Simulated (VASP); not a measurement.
# AlCo2 (Fd-3m) in VASP: notebook

AlCo2 is run at these levels: PBE; tasks: single point.

All numbers are computed with VASP 6.6.1; they aren't measurements. Logs are shortened: lines on timing, memory, paths and dates and some standing lists are left out, and cuts for length are marked.

## Step 1: The cell of the first run

Symmetry: Fd-3m, No. 227, cubic system. Conventional cell: a = 6.608 Å, b = 6.608 Å, c = 6.608 Å, α = 90.00°, β = 90.00°, γ = 90.00°. Al (site symmetry -43m) has 12 Co at 2.74 Å and 4 Al at 2.86 Å within 3.6 Å. Co (site symmetry -3m) has 6 Co at 2.34 Å and 6 Al at 2.74 Å within 3.1 Å.

## Step 2: Single point, PBE, collinear spin, ferromagnetic start

The input, INCAR:

```
PREC     = Accurate       # precision mode
ENCUT    = 520            # plane-wave cutoff, eV
EDIFF    = 1E-6           # SCF threshold, eV
ISMEAR   = 0              # smearing method
SIGMA    = 0.1            # smearing width, eV
LREAL    = F              # projectors in reciprocal space
LASPH    = T              # aspherical terms in the spheres
NELM     = 150            # most SCF steps
ALGO     = Normal         # electronic algorithm
ISIF     = 2              # what is computed and relaxed
LWAVE    = F              # write WAVECAR
LCHARG   = F              # write CHGCAR
ISPIN    = 2              # spin polarisation
MAGMOM   = 0 0 3 3 3 3    # initial moments
LORBIT   = 11             # projections on sites
LMAXMIX  = 4              # l up to which the mixer works
GGA      = PE             # functional
NBANDS   = 34             # bands
```

The input, KPOINTS:

```
regular mesh
0
Gamma
  4 4 4
```

The input, POSCAR:

```
AlCo2
1.0
    0.0000000000      3.3039416700      3.3039416700
    3.3039416700      0.0000000000      3.3039416700
    3.3039416700      3.3039416700      0.0000000000
Al Co
2 4
Direct
    0.0000000000      0.0000000000      0.0000000000
    0.2500000000      0.2500000000      0.2500000000
    0.6250000000      0.6250000000      0.6250000000
    0.1250000000      0.6250000000      0.6250000000
    0.6250000000      0.6250000000      0.1250000000
    0.6250000000      0.1250000000      0.6250000000
```

Potentials or basis: VASP PAW PBE potentials, release 64 (Al, Co).

Started as:

```
cat potpaw_PBE.64/Al/POTCAR potpaw_PBE.64/Co/POTCAR > POTCAR
mpirun -np 1 vasp_std > vasp.out
```

OUTCAR:

```text
PREC = Accurate
   ENCUT = 520
   EDIFF = 1E-6
   ISMEAR = 0
   LREAL = F
   LASPH = T
   NELM = 150
   ISIF = 2
   ISPIN = 2
   LORBIT = 11
   GGA = PE

 ion  position               nearest neighbor table
   1  0.000  0.000  0.000-   3 2.74   5 2.74   6 2.74   3 2.74   4 2.74   5 2.74   3 2.74   4 2.74
                             6 2.74   4 2.74   5 2.74   6 2.74   2 2.86   2 2.86   2 2.86   2 2.86
   2  0.250  0.250  0.250-   4 2.74   5 2.74   6 2.74   3 2.74   4 2.74   6 2.74   3 2.74   4 2.74
                             5 2.74   3 2.74   5 2.74   6 2.74   1 2.86   1 2.86   1 2.86   1 2.86
   3  0.625  0.625  0.625-   4 2.34   5 2.34   6 2.34   5 2.34   6 2.34   4 2.34   1 2.74   2 2.74
                             1 2.74   2 2.74   1 2.74   2 2.74
   4  0.125  0.625  0.625-   3 2.34   5 2.34   6 2.34   3 2.34   5 2.34   6 2.34   2 2.74   1 2.74
                             1 2.74   2 2.74   2 2.74   1 2.74
   5  0.625  0.625  0.125-   3 2.34   3 2.34   4 2.34   6 2.34   6 2.34   4 2.34   1 2.74   2 2.74
                             1 2.74   2 2.74   1 2.74   2 2.74
   6  0.625  0.125  0.625-   3 2.34   5 2.34   3 2.34   4 2.34   5 2.34   4 2.34   2 2.74   1 2.74
                             2 2.74   2 2.74   1 2.74   1 2.74

  LATTYP: Found a face centered cubic cell.
 ALAT       =     6.6078833400

  Lattice vectors:

 A1 = (   0.0000000000,   3.3039416700,   3.3039416700)
 A2 = (   3.3039416700,   0.0000000000,   3.3039416700)
 A3 = (   3.3039416700,   3.3039416700,   0.0000000000)

Analysis of symmetry for initial positions (statically):
=====================================================================
 Subroutine PRICEL returns:
 Original cell was already a primitive cell.

 Routine SETGRP: Setting up the symmetry group for a
 face centered cubic supercell.

 Subroutine GETGRP returns: Found 48 space group operations
 (whereof 24 operations were pure point group operations)
 out of a pool of 48 trial point group operations.

The static configuration has the point symmetry T_d .
 The point group associated with its full space group is O_h .

Analysis of symmetry for dynamics (positions and initial velocities):
=====================================================================
 Subroutine PRICEL returns:
 Original cell was already a primitive cell.

 Routine SETGRP: Setting up the symmetry group for a
 face centered cubic supercell.

 Subroutine GETGRP returns: Found 48 space group operations
 (whereof 24 operations were pure point group operations)
 out of a pool of 48 trial point group operations.

The dynamic configuration has the point symmetry T_d .
 The point group associated with its full space group is O_h .

Analysis of structural, dynamic, and magnetic symmetry:
[... 146 lines left out ...]
 Free energy of the ion-electron system (eV)
  ---------------------------------------------------
  ext. energy  EPLUGINS =         0.00000000
  ---------------------------------------------------
  free energy    TOTEN  =       -36.48657360 eV

  energy without entropy =      -36.43487058  energy(sigma->0) =      -36.46072209

 E-fermi :   9.9263     XC(G=0): -12.3004

 val. band max:        9.9160434607   @ k =   0.2500   0.0000   0.0000
 cond. band min:       9.9432684280   @ k =   0.2500   0.0000   0.0000
 fundamental gap:      0.0272249673
 Fermi energy:         9.9263066125

 spin component 1

 k-point     1 :       0.0000    0.0000    0.0000
  band No.  band energies     occupation
      1      -0.3152      1.00000
      2       4.2422      1.00000
      3       5.3969      1.00000
      4       5.3969      1.00000
      5       5.3969      1.00000
      6       5.8575      1.00000
[... 277 lines left out ...]
     32      18.5833      0.00000
     33      19.5621      0.00000
 Fermi energy:         9.9263066125

 spin component 2

 k-point     1 :       0.0000    0.0000    0.0000
  band No.  band energies     occupation
      1      -0.3578      1.00000
      2       4.8685      1.00000
      3       6.0598      1.00000
      4       6.0598      1.00000
      5       6.0598      1.00000
      6       6.4465      1.00000
[... 277 lines left out ...]
     32      18.6347      0.00000
     33      19.7607      0.00000
 [bands above 33 left out]

------------------------ aborting loop because EDIFF is reached ----------------------------------------

  FORCE on cell =-STRESS in cart. coord.  units (eV):
  Direction    XX          YY          ZZ          XY          YZ          ZX
  --------------------------------------------------------------------------------------
  -------------------------------------------------------------------------------------
  Total        0.0628688      0.0628688      0.0628688      0.0000000      0.0000000      0.0000000
  in kB        1.3964293      1.3964293      1.3964293      0.0000000      0.0000000      0.0000000
  external PRESSURE =       1.3964293 kB  Pullay stress =       0.0000000 kB

 VOLUME and BASIS-vectors are now :
 -----------------------------------------------------------------------------
  energy-cutoff  :      520.00
  volume of cell :       72.13
      direct lattice vectors                 reciprocal lattice vectors
     0.000000000  3.303941670  3.303941670    -0.151334391  0.151334391  0.151334391
     3.303941670  0.000000000  3.303941670     0.151334391 -0.151334391  0.151334391
     3.303941670  3.303941670  0.000000000     0.151334391  0.151334391 -0.151334391

 POSITION                                       TOTAL-FORCE (eV/Angst)
 -----------------------------------------------------------------------------------
      0.00000      0.00000      0.00000        -0.000000     -0.000000     -0.000000
      1.65197      1.65197      1.65197         0.000000      0.000000      0.000000
      4.12993      4.12993      4.12993         0.000000     -0.000000     -0.000000
      4.12993      2.47796      2.47796         0.000000     -0.000000     -0.000000
      2.47796      2.47796      4.12993        -0.000000     -0.000000     -0.000000
      2.47796      4.12993      2.47796        -0.000000     -0.000000     -0.000000
 -----------------------------------------------------------------------------------
    total drift:                                0.000000      0.000000      0.000000

  FREE ENERGIE OF THE ION-ELECTRON SYSTEM (eV)
  ---------------------------------------------------
  free  energy   TOTEN  =       -36.4865736006 eV

  energy  without entropy=      -36.4348705804  energy(sigma->0) =      -36.46072209

 total charge

# of ion       s       p       d       tot
------------------------------------------
    1        0.368   0.347   0.000   0.715
    2        0.368   0.347   0.000   0.715
    3        0.511   0.563   7.353   8.427
    4        0.511   0.563   7.353   8.427
    5        0.511   0.563   7.353   8.427
    6        0.511   0.563   7.353   8.427
--------------------------------------------------
tot          2.781   2.945  29.413  35.139

 magnetization (x)

# of ion       s       p       d       tot
------------------------------------------
    1        0.004  -0.023   0.000  -0.019
    2        0.004  -0.023   0.000  -0.019
    3       -0.003  -0.018   1.025   1.004
    4       -0.003  -0.018   1.025   1.004
    5       -0.003  -0.018   1.025   1.004
    6       -0.003  -0.018   1.025   1.004
--------------------------------------------------
tot         -0.004  -0.116   4.099   3.979
```

stdout:

```text
POSCAR found type information on POSCAR AlCo
 POSCAR found :  2 types and       6 ions
 scaLAPACK will be used
 LDA part: xc-table for (Slater+PW92), standard interpolation
 POSCAR, INCAR and KPOINTS ok, starting setup
 FFT: planning ... GRIDC
 FFT: planning ... GRID_SOFT
 FFT: planning ... GRID
 WAVECAR not read
 entering main loop
```

Wall time 67 s (1 thread of AMD EPYC 7R13 (Zen 3), shared host); peak memory 0.21 GiB.

Results:

| Quantity | Value |
| --- | --- |
| Free energy | -36.4866 eV |
| Pressure | 0.1 GPa |
| Net moment | 3.82 μB per cell |
| Site moments | Al -0.02; Co +1.00 μB |
| Valence electrons inside the program's atomic spheres | Al 0.71; Co 8.43 |

Caveat: the k points lie up to 0.41 Å⁻¹ apart.

## Step 3: Single point, PBE, collinear spin, ferromagnetic start

This run uses another cell than the first one, of 12.23 Å³/atom, 1.017 times its volume.

The input, INCAR:

```
  ALGO = Fast
  EDIFF = 1E-6
  ENCUT = 520
  GGA = PE
  ISIF = 2
  ISMEAR = 0
  ISPIN = 2
  LASPH = True
  LCHARG = True
  LELF = True
  LMAXMIX = 4
  LORBIT = 11
  LREAL = False
  LVHAR = True
  LWAVE = False
  MAGMOM = 0 0 1.21 1.21 1.21 1.21
  NBANDS = 34
  NELM = 150
  PREC = Accurate
  SIGMA = 0.1
```

The input, KPOINTS:

```
k-points
0
Gamma
  10 10 10
```

Changes to POSCAR since step 2:

```diff
@@ -2,5 +2,5 @@
 1.0
-    0.0000000000      3.3039416700      3.3039416700
-    3.3039416700      0.0000000000      3.3039416700
-    3.3039416700      3.3039416700      0.0000000000
+    0.0000000000      3.3228953479      3.3228953479
+    3.3228953479      0.0000000000      3.3228953479
+    3.3228953479      3.3228953479      0.0000000000
 Al Co
```

Potentials or basis: VASP PAW PBE potentials, release 64 (Al, Co).

Started as:

```
cat potpaw_PBE.64/Al/POTCAR potpaw_PBE.64/Co/POTCAR > POTCAR
mpirun -np 1 vasp_std > vasp.out
```

It took 6.2 min on 1 thread of AMD EPYC 7R13 (Zen 3), shared host; peak memory 0.31 GiB.

The run converged. Its results:

```
Free energy                                           : -36.5069 eV
Pressure                                              : -0.7 GPa
Net moment                                            : 5.13 μB per cell
Site moments                                          : Al -0.01; Co +1.32 μB
Valence electrons inside the program's atomic spheres : Al 0.72; Co 8.38
```

Levels at points of the mesh, in eV from the Fermi level:
Spin up:
```tsv
k point	band 21	band 22	band 23	band 24	band 25	band 26	band 27	band 28
(0.00, 0.00, 0.00)	-0.50	-0.12	0.02	0.02	0.02	2.85	2.85	2.85
(0.50, 0.00, 0.00)	-1.32	0.02	0.11	0.11	0.80	1.88	2.65	2.65
(0.50, 0.50, 0.00)	-1.30	-1.30	-0.39	-0.39	0.48	0.48	7.64	7.64
```
Spin down:
```csv
k point,band 16,band 17,band 18,band 19,band 20,band 21
"(0.00, 0.00, 0.00)",0.06,0.06,0.11,0.11,0.11,0.28
"(0.50, 0.00, 0.00)",-1.25,0.01,0.01,0.06,0.32,0.32
"(0.50, 0.50, 0.00)",-1.30,-0.84,-0.84,0.04,0.04,0.29
```
